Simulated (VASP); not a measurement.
**LaH: single point with PBE**

Crystal: LaH.

```
La H
1.0
     0.00000    2.63929    2.64869
     2.61327    0.00000    2.64869
     2.61327    2.63929    0.00000
La H
1 1
Cartesian
  0.0000 0.0000 0.0000
  2.6133 2.6393 2.6487
```

```json
{
 "Program": "VASP 6.6.1",
 "Task": "single point",
 "Functional": "PBE",
 "Potentials or basis": "VASP PAW PBE potentials, release 64 (La, H)",
 "Cutoff": "500 eV",
 "k mesh": "6 × 6 × 6",
 "Occupations": "gaussian, width 0.2 eV",
 "Spin": "no spin polarisation"
}
```

```yaml
Pressure: 0.0 GPa
Band_gap_on_the_k_mesh: zero (band 6 reaches 9.82 eV, above the bottom of band 7 at 8.57 eV)
```

Stress tensor (GPa, compression positive):
```
 0.50  0.00  0.00
 0.00 -0.09  0.00
 0.00  0.00 -0.28
```

Levels at points of the mesh, in eV from the Fermi level:
```
           k point  band 3  band 4  band 5  band 6  band 7  band 8  band 9  band 10
(0.00, 0.00, 0.00)  -15.88  -15.88   -6.09    1.25    1.28    1.29    1.38     1.69
(0.50, 0.00, 0.00)  -16.08  -16.05   -3.21   -2.09    0.76    0.88    1.59     1.82
(0.50, 0.50, 0.00)  -16.41  -16.39   -5.73   -1.61    1.84    1.86    1.87     1.92
(0.50, 0.00, 0.50)  -16.43  -16.39   -5.74   -1.62    1.83    1.87    1.87     1.92
(0.00, 0.50, 0.50)  -16.43  -16.42   -5.75   -1.64    1.84    1.85    1.87     1.90
```

Run time: 11 s on 1 thread of Intel(R) Xeon(R) 6975P-C (Granite Rapids) (shared host), peak memory 0.18 GiB.

Caveat: spin-orbit coupling is left out, which moves the levels of the heavy elements.
